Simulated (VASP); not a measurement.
Wanted: the native input for a VASP 6.6.1 run.

```yaml
Task: relaxation of cell and atoms
Functional: PBE
Dispersion: D3(BJ)
Potentials_or_basis: VASP PAW PBE potentials, release 64 (Au)
Cutoff: 600 eV
k_mesh: 18 × 18 × 18
Occupations: gaussian, width 0.1 eV
Spin: no spin polarisation
Dipole_correction: no
Further_INCAR_settings: ALGO = Fast; EDIFF = 1e-07; IBRION = 2; EDIFFG = -0.005; NSW = 70; ISIF = 3
```

The structure of Au lies in POSCAR:

```
Au
1.0
    0.0000000000      2.0790566510      2.0790566510
    2.0790566510      0.0000000000      2.0790566510
    2.0790566510      2.0790566510      0.0000000000
Au
1
Direct
    0.0000000000      0.0000000000      0.0000000000
```

These files were run (other wordings do the same):

INCAR

```
SYSTEM = Au
  PREC = Accurate
  ENCUT = 600
  EDIFF = 1E-7
  ISMEAR = 0
  SIGMA = 0.1
  LREAL = .FALSE.
  LASPH = .TRUE.
  NELM = 80
  ALGO = Fast
  ISIF = 3
  LWAVE = .FALSE.
  LCHARG = .FALSE.
  GGA = PE
  IVDW = 12
  IBRION = 2
  NSW = 70
  EDIFFG = -0.005
```

KPOINTS

```
Automatic mesh
0
G
  18 18 18
  0 0 0
```

Potentials or basis: VASP PAW PBE potentials, release 64 (Au).

Run with:

```bash
$ cat potpaw_PBE.64/Au/POTCAR > POTCAR
$ mpirun -np 1 vasp_std > vasp.out
```

It gave:

The relaxed volume is 17.25 Å³/atom, the relaxed cell is a = 2.900 Å, b = 2.900 Å, c = 2.900 Å, α = 60.00°, β = 60.00°, γ = 60.00° and the space group after relaxing (to 0.05 Å) is Fm-3m (No. 225). The energy gained by relaxing is 14.2 meV/atom and the ionic steps are 4. The pressure after relaxing is 0.0 GPa and the dispersion energy per atom is -0.657 eV.

Caveat: pairwise dispersion overbinds metals, which lowers pressure and volume.

Wall time 98 s on 1 thread of Intel(R) Xeon(R) Platinum 8259CL CPU @ 2.50GHz (Skylake/Cascade Lake) (shared host), peak memory 0.19 GiB.
